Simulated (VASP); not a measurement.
Set up this calculation in VASP 6.6.1, as the native input.

```yaml
Task: single point
Functional: PBEsol
Potentials_or_basis: VASP PAW PBE potentials, release 64 (Ga_d)
Cutoff: 520 eV
k_mesh: 10 × 10 × 8
Occupations: fermi-dirac, width 0.15 eV
Spin: no spin polarisation
Dipole_correction: no
Further_INCAR_settings: ALGO = Fast; EDIFF = 1e-06; NBANDS = 34
```

The structure of Ga lies in POSCAR:

```
Ga
1.0
    2.2574866425     -3.7864132600      0.0000000000
    2.2574866425      3.7864132600      0.0000000000
    0.0000000000      0.0000000000      4.4719551613
Ga
4
Direct
    0.6561449723      0.3438550277      0.4150016390
    0.8438550277      0.1561449723      0.9150016390
    0.3438550277      0.6561449723      0.5849983610
    0.1561449723      0.8438550277      0.0849983610
```

One way to write it, as run:

INCAR

```
ALGO = Fast ; EDIFF = 1E-6
ENCUT = 520 ; GGA = PS
ISIF = 2 ; ISMEAR = -1
LASPH = True ; LCHARG = False
LREAL = False ; LWAVE = False
NBANDS = 34 ; NELM = 60
PREC = Accurate ; SIGMA = 0.15
```

KPOINTS

```
k-points
0
Gamma
  10 10 8
```

Potentials or basis: VASP PAW PBE potentials, release 64 (Ga_d).

Launch:

```bash
$ cat potpaw_PBE.64/Ga_d/POTCAR > POTCAR
$ mpirun -np 1 vasp_std > vasp.out
```

It gave:

```
Pressure               : 0.0 GPa
Largest force          : 0.004 eV/Å
Band gap on the k mesh : zero (band 26 reaches 5.50 eV, above the bottom of band 27 at 4.01 eV)
```

Caveat: the PAW data sets were made with another functional, which shifts forces and pressure a little.

Wall time 9.9 min on 1 thread of Intel Xeon 8259CL (shared host), peak memory 0.41 GiB.
